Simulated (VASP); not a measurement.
# Pb (P6_3/mmc) in VASP: a series of runs, part 2 of 2

VASP 6.6.1. The steps go on from the part before.

## 3. Single point, r2SCAN (28.56 Å³/atom)

This run uses another cell than the first one, of 28.56 Å³/atom.

Contents of POSCAR:

```
Pb
1.0
    3.4396302098      0.0000000000      0.0000000000
   -1.7198151049      2.9788071413      0.0000000000
    0.0000000000      0.0000000000     11.1495546070
Pb
4
Direct
    0.0000000000      0.0000000000      1.0000000000
    0.0000000000      0.0000000000      0.5000000000
    0.3333333333      0.6666666667      0.2500000000
    0.6666666667      0.3333333333      0.7500000000
```

Contents of INCAR.step1:

```
SYSTEM = Pb
ALGO = Normal
EDIFF = 1E-4
ENCUT = 520
GGA = PE
ISMEAR = -1
LASPH = .True.
LCHARG = .False.
LREAL = .False.
LWAVE = .True.
NBANDS = 36
NELM = 100
PREC = Accurate
SIGMA = 0.1
```

Contents of INCAR.step2:

```
SYSTEM = Pb
ALGO = Normal
EDIFF = 1E-6
ENCUT = 520
ISIF = 2
ISMEAR = -1
ISTART = 1
LASPH = .True.
LCHARG = .False.
LMIXTAU = .True.
LREAL = .False.
LWAVE = .False.
METAGGA = R2SCAN
NBANDS = 36
NELM = 100
PREC = Accurate
SIGMA = 0.1
```

Contents of KPOINTS:

```
k-points
0
Gamma
  12 12 3
  0 0 0
```

Potentials or basis: VASP PAW PBE potentials, release 64 (Pb_d).

On the command line:

```sh
> cat potpaw_PBE.64/Pb_d/POTCAR > POTCAR
> cp INCAR.step1 INCAR
> mpirun -np 1 vasp_std > vasp.out
> cp INCAR.step2 INCAR
> mpirun -np 1 vasp_std > vasp.out
```

OUTCAR:

```text
SYSTEM = Pb
   EDIFF = 1E-6
   ENCUT = 520
   ISIF = 2
   ISMEAR = -1
   ISTART = 1
   LASPH = .True.
   LREAL = .False.
   METAGGA = R2SCAN
   NELM = 100
   PREC = Accurate

 ion  position               nearest neighbor table
   1  0.000  0.000  0.000-   3 3.42   4 3.42   3 3.42   4 3.42   4 3.42   3 3.42
   2  0.000  0.000  0.500-   3 3.42   4 3.42   3 3.42   4 3.42   4 3.42   3 3.42
   3  0.333  0.667  0.250-   1 3.42   2 3.42   1 3.42   2 3.42   1 3.42   2 3.42
   4  0.667  0.333  0.750-   1 3.42   2 3.42   1 3.42   2 3.42   1 3.42   2 3.42

  LATTYP: Found a hexagonal cell.
 ALAT       =     3.4396302098
 C/A-ratio  =     3.2414980469

  Lattice vectors:

 A1 = (   3.4396302098,   0.0000000000,   0.0000000000)
 A2 = (  -1.7198151049,   2.9788071413,   0.0000000000)
 A3 = (   0.0000000000,   0.0000000000,  11.1495546070)

Analysis of symmetry for initial positions (statically):
=====================================================================
 Subroutine PRICEL returns:
 Original cell was already a primitive cell.

 Routine SETGRP: Setting up the symmetry group for a
 hexagonal supercell.

 Subroutine GETGRP returns: Found 24 space group operations
 (whereof 12 operations were pure point group operations)
 out of a pool of 24 trial point group operations.

The static configuration has the point symmetry D_3d.
 The point group associated with its full space group is D_6h.

Analysis of symmetry for dynamics (positions and initial velocities):
=====================================================================
 Subroutine PRICEL returns:
 Original cell was already a primitive cell.

 Routine SETGRP: Setting up the symmetry group for a
 hexagonal supercell.

 Subroutine GETGRP returns: Found 24 space group operations
 (whereof 12 operations were pure point group operations)
 out of a pool of 24 trial point group operations.

The dynamic configuration has the point symmetry D_3d.
[... 117 lines left out ...]
   EMIN   =  10.00;   EMAX   =-10.00  energy-range for DOS
   EFERMI =   0.00;   METHOD = LEGACY
   ISMEAR =    -1;   SIGMA  =   0.10  broadening in eV -4-tet -1-fermi 0-gaus
   EFERMI_NEDOS =   21; number of points for ismear=-14 and -15
   IALGO  =     38    algorithm
   IMIX   =      4    mixing-type and parameters
     AMIX     =   0.40;   BMIX     =  1.00
     AMIX_MAG =   1.60;   BMIX_MAG =  1.00
  volume/ion in A,a.u.               =      28.56       192.73
  Fermi-wavevector in a.u.,A,eV,Ry     =   1.290824  2.439303 22.670381  1.666226
  Thomas-Fermi vector in A             =   2.422632
   LORBIT       =      0    0 simple, 1 ext, 2 COOP (PROOUT), +10 PAW based schemes
   METAGGA = R2SCAN    functional components
   LHFCALC =     F    Hartree Fock is set to
   AEXX    =    0.0000 exact exchange contribution
   IVDW    =     0    specifies the selected vdW correction
   LEPSILON=     F    determine dielectric tensor
   LRPA    =     F    only Hartree local field effects (RPA)
 non-spin polarized calculation
  energy-cutoff  :      520.00
  volume of cell :      114.24
 maximum number of plane-waves:      3107
 NGX is ok and might be reduce to    28
   NGX = 13   NGY = 13   NGZ = 41

 number of electron      56.0000004 magnetization

 Free energy of the ion-electron system (eV)
  ---------------------------------------------------
  ext. energy  EPLUGINS =         0.00000000
  ---------------------------------------------------
  free energy    TOTEN  =      -224.97828815 eV

  energy without entropy =     -224.91105570  energy(sigma->0) =     -224.94467192

 E-fermi :   7.9372     XC(G=0): -11.2557

 val. band max:        7.9370183744   @ k =   0.2500   0.0000   0.3333
 cond. band min:       7.9724760544   @ k =   0.3333  -0.0000   0.3333
 fundamental gap:      0.0354576800
 Fermi energy:         7.9371852738

 k-point     1 :       0.0000    0.0000    0.0000
  band No.  band energies     occupation
      1      -9.9193      2.00000
      2      -9.8862      2.00000
      3      -9.8756      2.00000
      4      -9.8625      2.00000
      5      -9.8607      2.00000
      6      -9.8607      2.00000
[... 925 lines left out ...]
     35      13.3135      0.00000
     36      14.2398      0.00000

 [... further k-points ...]
[... 5 lines left out ...]
  --------------------------------------------------------------------------------------
  -------------------------------------------------------------------------------------
  Total        3.1320749      3.1320749      3.5554311     -0.0000000     -0.0000000      0.0000000
  in kB       43.9269518     43.9269518     49.8644683     -0.0000000     -0.0000000      0.0000000
  external PRESSURE =      45.9061239 kB  Pullay stress =       0.0000000 kB

 VOLUME and BASIS-vectors are now :
 -----------------------------------------------------------------------------
  energy-cutoff  :      520.00
  volume of cell :      114.24
      direct lattice vectors                 reciprocal lattice vectors
     3.439630210  0.000000000  0.000000000     0.290728927  0.167852424  0.000000000
    -1.719815105  2.978807141  0.000000000     0.000000000  0.335704848  0.000000000
     0.000000000  0.000000000 11.149554607     0.000000000  0.000000000  0.089689681

 POSITION                                       TOTAL-FORCE (eV/Angst)
 -----------------------------------------------------------------------------------
      0.00000      0.00000      0.00000        -0.000000      0.000000     -0.000000
      0.00000      0.00000      5.57478        -0.000000      0.000000     -0.000000
     -0.00000      1.98587      2.78739        -0.000000     -0.000000      0.000000
      1.71982      0.99294      8.36217         0.000000      0.000000     -0.000000
 -----------------------------------------------------------------------------------
    total drift:                                0.000000     -0.000000      0.000000

  FREE ENERGIE OF THE ION-ELECTRON SYSTEM (eV)
  ---------------------------------------------------
  free  energy   TOTEN  =      -224.9782881454 eV

  energy  without entropy=     -224.9110557026  energy(sigma->0) =     -224.94467192
```

OUTCAR.step1:

```text
SYSTEM = Pb
   EDIFF = 1E-4
   ENCUT = 520
   GGA = PE
   ISMEAR = -1
   LASPH = .True.
   LREAL = .False.
   NELM = 100
[... 1165 lines left out ...]
      0.00000      0.00000      5.57478         0.000000     -0.000000      0.000000
     -0.00000      1.98587      2.78739        -0.000000     -0.000000     -0.000000
      1.71982      0.99294      8.36217         0.000000      0.000000      0.000000
 -----------------------------------------------------------------------------------
    total drift:                                0.000000     -0.000000      0.000000

  FREE ENERGIE OF THE ION-ELECTRON SYSTEM (eV)
  ---------------------------------------------------
  free  energy   TOTEN  =       -14.0376886966 eV

  energy  without entropy=      -13.9681525289  energy(sigma->0) =      -14.00292061
```

Wall time 14 min (1 thread of Intel Xeon 8259CL, shared host); peak memory 0.33 GiB.

What came out:

- Free energy: -224.9783 eV
- Pressure: 4.6 GPa
- Band gap on the k mesh: zero (bands 28 and 29 overlap by 8.56 eV)

Caveat: the cell stands under pressure; the PAW data sets were made with another functional, which shifts forces and pressure a little; spin-orbit coupling is left out, which moves the levels of the heavy elements.

## 4. Single point, r2SCAN (29.80 Å³/atom)

This run uses another cell than the first one, of 29.80 Å³/atom.

Contents of POSCAR:

```
Pb
1.0
    3.4887744239      0.0000000000      0.0000000000
   -1.7443872120      3.0213672791      0.0000000000
    0.0000000000      0.0000000000     11.3088554809
Pb
4
Direct
    0.0000000000      0.0000000000      1.0000000000
    0.0000000000      0.0000000000      0.5000000000
    0.3333333333      0.6666666667      0.2500000000
    0.6666666667      0.3333333333      0.7500000000
```

Contents of INCAR.step1:

```
ALGO     = Normal         # electronic algorithm
EDIFF    = 1E-4           # SCF threshold, eV
ENCUT    = 520            # plane-wave cutoff, eV
GGA      = PE             # functional
ISMEAR   = -1             # smearing method
LASPH    = T              # aspherical terms in the spheres
LCHARG   = F              # write CHGCAR
LREAL    = F              # projectors in reciprocal space
LWAVE    = T              # write WAVECAR
NBANDS   = 36             # bands
NELM     = 100            # most SCF steps
PREC     = Accurate       # precision mode
SIGMA    = 0.1            # smearing width, eV
```

Contents of INCAR.step2:

```
ALGO     = Normal         # electronic algorithm
EDIFF    = 1E-6           # SCF threshold, eV
ENCUT    = 520            # plane-wave cutoff, eV
ISIF     = 2              # what is computed and relaxed
ISMEAR   = -1             # smearing method
ISTART   = 1            
LASPH    = T              # aspherical terms in the spheres
LCHARG   = F              # write CHGCAR
LMIXTAU  = T            
LREAL    = F              # projectors in reciprocal space
LWAVE    = F              # write WAVECAR
METAGGA  = R2SCAN         # meta-GGA
NBANDS   = 36             # bands
NELM     = 100            # most SCF steps
PREC     = Accurate       # precision mode
SIGMA    = 0.1            # smearing width, eV
```

Contents of KPOINTS:

```
k-points
0
Gamma
  12 12 3
```

On the command line:

```sh
> cat potpaw_PBE.64/Pb_d/POTCAR > POTCAR
> cp INCAR.step1 INCAR
> mpirun -np 1 vasp_std > vasp.out
> cp INCAR.step2 INCAR
> mpirun -np 1 vasp_std > vasp.out
```

Wall time 14 min (1 thread of Intel Xeon 8259CL, shared host); peak memory 0.33 GiB.

Results (log left out):

| Item | Value |
| --- | --- |
| Free energy | -225.0823 eV |
| Pressure | 2.1 GPa |
| Band gap on the k mesh | zero (bands 28 and 29 overlap by 8.17 eV) |

Stress tensor (GPa, compression positive):
```
1.86 0.00 0.00
0.00 1.86 0.00
0.00 0.00 2.43
```

Levels at points of the mesh, in eV from the Fermi level:
| k point | band 25 | band 26 | band 27 | band 28 | band 29 | band 30 | band 31 | band 32 |
| --- | --- | --- | --- | --- | --- | --- | --- | --- |
| (0.00, 0.00, 0.00) | -4.47 | 0.92 | 0.93 | 5.78 | 5.78 | 6.66 | 6.66 | 6.70 |
| (0.50, 0.00, 0.00) | -4.32 | -4.01 | -2.44 | -1.92 | -0.05 | 0.86 | 2.06 | 3.53 |

Caveat: the PAW data sets were made with another functional, which shifts forces and pressure a little; spin-orbit coupling is left out, which moves the levels of the heavy elements.

## 5. Single point, r2SCAN (31.04 Å³/atom)

This run uses another cell than the first one, of 31.04 Å³/atom.

Contents of POSCAR:

```
Pb
1.0
    3.5365717938      0.0000000000      0.0000000000
   -1.7682858969      3.0627610158      0.0000000000
    0.0000000000      0.0000000000     11.4637905623
Pb
4
Direct
    0.0000000000      0.0000000000      1.0000000000
    0.0000000000      0.0000000000      0.5000000000
    0.3333333333      0.6666666667      0.2500000000
    0.6666666667      0.3333333333      0.7500000000
```

Contents of INCAR.step1:

```
PREC     = Accurate       # precision mode
ENCUT    = 520            # plane-wave cutoff, eV
ISMEAR   = -1             # smearing method
SIGMA    = 0.1            # smearing width, eV
LREAL    = False          # projectors in reciprocal space
LASPH    = True           # aspherical terms in the spheres
NELM     = 80             # most SCF steps
NBANDS   = 36             # bands
GGA      = PE             # functional
ALGO     = Normal         # electronic algorithm
EDIFF    = 1E-4           # SCF threshold, eV
LWAVE    = True           # write WAVECAR
LCHARG   = False          # write CHGCAR
```

Contents of INCAR.step2:

```
PREC     = Accurate       # precision mode
ENCUT    = 520            # plane-wave cutoff, eV
EDIFF    = 1E-6           # SCF threshold, eV
ISMEAR   = -1             # smearing method
SIGMA    = 0.1            # smearing width, eV
LREAL    = False          # projectors in reciprocal space
LASPH    = True           # aspherical terms in the spheres
NELM     = 80             # most SCF steps
ALGO     = Normal         # electronic algorithm
ISIF     = 2              # what is computed and relaxed
LWAVE    = False          # write WAVECAR
LCHARG   = False          # write CHGCAR
METAGGA  = R2SCAN         # meta-GGA
LMIXTAU  = True         
NBANDS   = 36             # bands
ISTART   = 1
```

Contents of KPOINTS:

```
regular mesh
0
Gamma
  12 12 3
```

On the command line:

```sh
> cat potpaw_PBE.64/Pb_d/POTCAR > POTCAR
> cp INCAR.step1 INCAR
> mpirun -np 1 vasp_std > vasp.out
> cp INCAR.step2 INCAR
> mpirun -np 1 vasp_std > vasp.out
```

Wall time 16 min (1 thread of Intel Xeon 8259CL, shared host); peak memory 0.35 GiB.

It converged, with:

| Quantity | Value |
| --- | --- |
| Free energy | -225.1160 eV |
| Pressure | 0.0 GPa |
| Band gap on the k mesh | zero (bands 28 and 29 overlap by 7.82 eV) |

Stress tensor (GPa, compression positive):
```
-0.14  0.00  0.00
 0.00 -0.14  0.00
 0.00  0.00  0.38
```

Levels at points of the mesh, in eV from the Fermi level:
```tsv
k point	band 24	band 25	band 26	band 27	band 28	band 29	band 30	band 31	band 32	band 33
(0.00, 0.00, 0.00)	-8.42	-4.27	0.84	0.85	5.54	5.54	6.37	6.37	6.42	6.42
(0.50, 0.00, 0.00)	-7.21	-4.12	-3.82	-2.37	-1.87	-0.02	0.84	2.01	3.41	3.43
```

Caveat: the PAW data sets were made with another functional, which shifts forces and pressure a little; spin-orbit coupling is left out, which moves the levels of the heavy elements.

## 6. The runs side by side

```csv
cell,gap on the mesh (eV),pressure (GPa)
"a = 3.389, b = 3.389, c = 10.986 Å, angles 90.0, 90.0, 120.0°, 4 atoms",none,7.8
"a = 3.440, b = 3.440, c = 11.150 Å, angles 90.0, 90.0, 120.0°, 4 atoms",none,4.6
"a = 3.489, b = 3.489, c = 11.309 Å, angles 90.0, 90.0, 120.0°, 4 atoms",none,2.1
"a = 3.537, b = 3.537, c = 11.464 Å, angles 90.0, 90.0, 120.0°, 4 atoms",none,0.0
```

Alike in all rows: task single point; level r2SCAN; potentials or basis VASP PAW PBE potentials, release 64 (Pb_d); no spin polarisation; k mesh 12 × 12 × 3; cutoff (eV) 520; smearing fermi-dirac 0.1 eV.

Caveats: the PAW data sets were made with another functional, which shifts forces and pressure a little; spin-orbit coupling is left out, which moves the levels of the heavy elements; the cell stands under pressure (at least some runs).

Absolute energies hang on the potentials; compare differences alone.

The gap in the log of VASP goes by the Fermi energy; the results here count the filled bands.